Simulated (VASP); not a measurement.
Wanted: the native input for a VASP 6.6.1 run.

```yaml
Task: single point
Functional: PBE
Potentials_or_basis: VASP PAW PBE potentials, release 64 (Ba_sv, Te)
Cutoff: 520 eV
k_mesh: 10 × 10 × 10
Occupations: gaussian, width 0.01 eV
Spin: no spin polarisation
Dipole_correction: no
Further_INCAR_settings: ALGO = Normal; EDIFF = 1e-07; NBANDS = 15
```

The structure of BaTe lies in POSCAR:

```
BaTe
1.0
   -3.1320331619      3.1320331619      2.5532604647
    3.1320331619     -3.1320331619      2.5532604647
    3.1320331619      3.1320331619     -2.5532604647
Ba Te
1 1
Direct
    0.2500000000      0.7500000000      0.5000000000
    0.0000000000      0.0000000000      0.0000000000
```

The cell was built from a structure type or drawn by symmetry, and may not be a known phase.

These files were run (other wordings do the same):

INCAR

```
SYSTEM = BaTe
  PREC = Accurate
  ENCUT = 520
  EDIFF = 1E-7
  ISMEAR = 0
  SIGMA = 0.01
  LREAL = .FALSE.
  LASPH = .TRUE.
  NELM = 100
  ALGO = Normal
  ISIF = 2
  LWAVE = .FALSE.
  LCHARG = .TRUE.
  GGA = PE
  LELF = .TRUE.
  LVHAR = .TRUE.
  NBANDS = 15
```

KPOINTS

```
regular mesh
0
G
  10 10 10
  0 0 0
```

Potentials or basis: VASP PAW PBE potentials, release 64 (Ba_sv, Te).

The run is started by

```console
$ cat potpaw_PBE.64/Ba_sv/POTCAR potpaw_PBE.64/Te/POTCAR > POTCAR
$ mpirun -np 1 vasp_std > vasp.out
```

It gave:

| Property | Result |
| --- | --- |
| Pressure | 0.3 GPa |
| Band gap on the k mesh | 1.85 eV (least direct gap 2.19 eV) |

Caveat: spin-orbit coupling is left out, which moves the levels of the heavy elements.

It took 66 s on 1 thread of Intel(R) Xeon(R) 6975P-C (Granite Rapids) (shared host), peak memory 0.35 GiB.
